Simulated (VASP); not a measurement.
Runs of VASP 6.6.1 on V. The structure is that of space group Im-3m (No. 229), or close to it. The cells are those of the table. 

| task | spin | cell | k mesh | cutoff (eV) | gap on the mesh (eV) | pressure (GPa) | relaxed volume (Å³/atom) |
| --- | --- | --- | --- | --- | --- | --- | --- |
| relaxation of cell and atoms | off | relaxed from a = 2.641 Å, angles 109.5°, 1 atom | 10 × 10 × 10 | 600 | none | -0.3 | 13.07 |
| single point | off | a = 2.562 Å, angles 109.5°, 1 atom | 20 × 20 × 20 | 520 | none | 0.3 | - |
| single point | collinear, ferromagnetic start | a = 2.641 Å, angles 109.5°, 1 atom | 8 × 8 × 8 | 520 | none | (a) | - |
| relaxation of cell and atoms | off | relaxed from a = 2.568 Å, angles 109.5°, 1 atom | 20 × 20 × 20 | 600 | none | 0.0 | 12.96 |

Alike in all rows: level PBEsol; potentials or basis VASP PAW PBE potentials, release 64 (V_sv); smearing gaussian 0.1 eV.

Problem. Fill in the values left out.

Solution. (a) -15.8.

Caveats: some runs use coarse meshes; the PAW data sets were made with another functional, which shifts forces and pressure a little.

A gap of «none» marks levels without a gap at the run's occupations.
